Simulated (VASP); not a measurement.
Write the native input for VASP 6.6.1 that does the following.

```yaml
Task: single point
Functional: PBE
Potentials_or_basis: VASP PAW PBE potentials, release 64 (N)
Cutoff: 520 eV
k_mesh: 6 × 6 × 4
Occupations: gaussian, width 0.02 eV
Spin: no spin polarisation
Dipole_correction: no
Further_INCAR_settings: ALGO = Normal; EDIFF = 1e-06; NBANDS = 18
```

The structure of N lies in POSCAR:

```
N
1.0
    4.3739641817      0.0000000000      0.0000000000
   -2.1869820908      3.7879640966      0.0000000000
    0.0000000000      0.0000000000      7.5218070742
N
4
Direct
    0.3333333333      0.6666666667      0.3232689470
    0.3333333333      0.6666666667      0.1767310530
    0.6666666667      0.3333333333      0.8232689470
    0.6666666667      0.3333333333      0.6767310530
```

The input as run:

INCAR

```
SYSTEM = N
  ALGO = Normal
  EDIFF = 1E-6
  ENCUT = 520
  GGA = PE
  ISIF = 2
  ISMEAR = 0
  LASPH = .TRUE.
  LCHARG = .FALSE.
  LREAL = .FALSE.
  LWAVE = .FALSE.
  NBANDS = 18
  NELM = 80
  PREC = Accurate
  SIGMA = 0.02
```

KPOINTS

```
k-points
0
G
  6 6 4
  0 0 0
```

Potentials or basis: VASP PAW PBE potentials, release 64 (N).

The run is started by

```console
$ cat potpaw_PBE.64/N/POTCAR > POTCAR
$ mpirun -np 1 vasp_std > vasp.out
```

Results of the run:

```json
{
  "Pressure": "1.5 GPa",
  "Largest force": "1.743 eV/Å",
  "Band gap on the k mesh": "7.40 eV, indirect (least direct gap 7.57 eV)"
}
```

Caveat: the standard files for N, O and F lose accuracy on very short bonds; forces of over 1 eV/Å act on the atoms, so gaps and moduli don't describe the material at rest.

Wall time 42 s on 1 thread of Intel(R) Xeon(R) Platinum 8259CL CPU @ 2.50GHz (Skylake/Cascade Lake), on a shared host, peak memory 0.24 GiB.
